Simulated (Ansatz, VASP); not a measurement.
# Two plane-wave programs on YAl3N4

```
Y Al N
1.0
    -3.27391    0.00000    0.00000
     0.00000    5.73110    0.02533
     1.63696   -2.88865   -5.20306
Y Al N
1 3 4
Cartesian
  0.0000 1.8669 -0.0386
  -1.6370 4.8013 0.0021
  -1.6370 0.9208 -2.6508
  0.0000 3.8588 -2.4807
  -1.6370 -0.9940 -3.0385
  0.0000 1.9336 -3.1830
  -1.6370 0.7573 -0.7961
  0.0000 3.9916 -0.5691
```

Alike in both runs: functional PBEsol; k mesh 6 × 6 × 6; occupations gaussian, width 0.1 eV; no spin polarisation.

Ansatz relaxed the structure, and its values are those at the end. VASP's run is a single point on that final structure, the one shown.

```csv
,VASP,Ansatz
version,VASP 6.6.1,Ansatz 0.2.0
potentials or method,"VASP PAW PBE potentials, release 64 (Y_sv, Al, N), cutoff 600 eV","scalar-relativistic, plane waves, PAW"
valence electrons in the cell,40,40
```

```tsv
	VASP	Ansatz	Ansatz less VASP
gap on the k mesh at the Fermi level (eV)	2.41	2.41	-0.005
least direct gap on the mesh (eV)	2.99	2.99	-0.007
pressure (GPa)	-0.2	0.0	+0.19
rms of the force components (eV/Å)	0.012	0.010	-0.0020
```

VASP's potentials were made for PBE, not for PBEsol, and Ansatz warns of the same on its side.
